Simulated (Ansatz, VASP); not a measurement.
# One calculation of AlV2C, two programs

```
Al V C
1.0
     3.96397    0.00000    0.00000
    -1.98199    3.43290    0.00000
     0.00000    0.00000    3.84401
Al V C
1 2 1
Cartesian
  0.0000 0.0000 1.9220
  0.0000 2.2886 0.0000
  1.9820 1.1443 0.0000
  0.0000 0.0000 0.0000
```

Alike in both runs: functional PBE; k mesh 12 × 12 × 12; occupations gaussian, width 0.1 eV; no spin polarisation.

Ansatz relaxed the structure, and its values are those at the end. VASP's run is a single point on that final structure, the one shown.

```csv
,VASP,Ansatz
version,VASP 6.6.1,Ansatz 0.2.0
potentials or method,"VASP PAW PBE potentials, release 64 (Al, V_sv, C), cutoff 520 eV","scalar-relativistic, plane waves, PAW"
valence electrons in the cell,33,33
```

VASP gave:

| Item | Value |
| --- | --- |
| gap on the k mesh at the Fermi level (eV) | none |
| pressure (GPa) | 0.3 |

Task: Which values does Ansatz return?

Result: gap on the k mesh at the Fermi level (eV): none; pressure (GPa): 0.0.

A gap of «none» marks a metal or a gap that the smearing closes.
